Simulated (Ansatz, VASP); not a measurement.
**One calculation of CeCuSe3, two programs**

```xyz
5
Lattice="0.0000 4.6488 0.0000 4.6488 0.0000 0.0000 2.3244 2.3244 -5.7100" Properties=species:S:1:pos:R:3 pbc="T T T"
Ce    2.3244    2.3244   -4.1512
Cu    4.6488    4.6488   -5.4576
Se    2.3244    4.6488   -1.3042
Se    4.6488    2.3244   -1.3042
Se    4.6488    4.6488   -2.8504
```

Alike in both runs: task single point; functional PBE; k mesh 4 × 4 × 4; no spin polarisation.

|  | VASP | Ansatz |
| --- | --- | --- |
| version | VASP 6.6.1 | Ansatz 0.2.0 |
| potentials or method | VASP PAW PBE potentials, release 64 (Ce, Cu, Se), cutoff 520 eV | PAW plane waves |
| occupations | methfessel-paxton of order 1, width 0.0893 eV | cold, width 0.0893 eV |
| valence electrons in the cell | 41 | 79 |

```csv
,VASP,Ansatz,Ansatz less VASP
gap on the k mesh at the Fermi level (eV),none,none,-
pressure (GPa),-4.8,-4.8,-0.08
"traceless stress, the component that is largest in VASP (GPa)",-6.47,-6.35,+0.122
rms of the force components (eV/Å),1.185,1.192,+0.0066
```

Atom by atom the forces differ by 0.008 eV/Å (rms over components). A gap of «none» marks a metal or a gap that the smearing closes. VASP's potentials hold 41 valence electrons a cell and Ansatz's 79, so a difference there can come from the potentials and not from the codes.

The k mesh is coarse, so the values compare programs but aren't converged. Spin-orbit coupling is off throughout.
